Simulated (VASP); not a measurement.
Input of a VASP 6.6.1 run:

INCAR

```
SYSTEM = C
ALGO = Normal
EDIFF = 1E-7
ENCUT = 520
GGA = PE
ISIF = 2
ISMEAR = 0
LASPH = .True.
LCHARG = .True.
LELF = .True.
LREAL = .False.
LVHAR = .True.
LWAVE = .False.
NBANDS = 26
NELM = 80
PREC = Accurate
SIGMA = 0.05
```

File KPOINTS:

```
k-points
0
Gamma
  12 12 4
  0 0 0
```

POSCAR

```
C
1.0
    2.5180184915      0.0000000000      0.0000000000
   -1.2590092457      2.1806679808      0.0000000000
    0.0000000000      0.0000000000      8.0969734774
C
8
Direct
    0.0000000000      0.0000000000      0.0929681641
    0.0000000000      0.0000000000      0.5929681641
    0.0000000000      0.0000000000      0.4070318359
    0.0000000000      0.0000000000      0.9070318359
    0.3333333333      0.6666666667      0.1555285626
    0.6666666667      0.3333333333      0.6555285626
    0.3333333333      0.6666666667      0.3444714374
    0.6666666667      0.3333333333      0.8444714374
```

Potentials or basis: VASP PAW PBE potentials, release 64 (C).

The run is started by

```bash
$ cat potpaw_PBE.64/C/POTCAR > POTCAR
$ mpirun -np 1 vasp_std > vasp.out
```

Q: What does it give for the largest force?

A: 0.127 eV/Å.

Q: What does it give for the band gap on the k mesh?

A: 4.29 eV, indirect (least direct gap 5.05 eV).

Forces on the atoms (eV/Å):
```
C    0.000  0.000  0.102
C    0.000  0.000  0.102
C    0.000  0.000 -0.102
C    0.000  0.000 -0.102
C    0.000  0.000 -0.127
C    0.000  0.000 -0.127
C    0.000  0.000  0.127
C    0.000  0.000  0.127
```

Caveat: the cell differs from its parent crystal (strain +0.000 along x and y, -0.025 along z). A k mesh can miss the band edges.
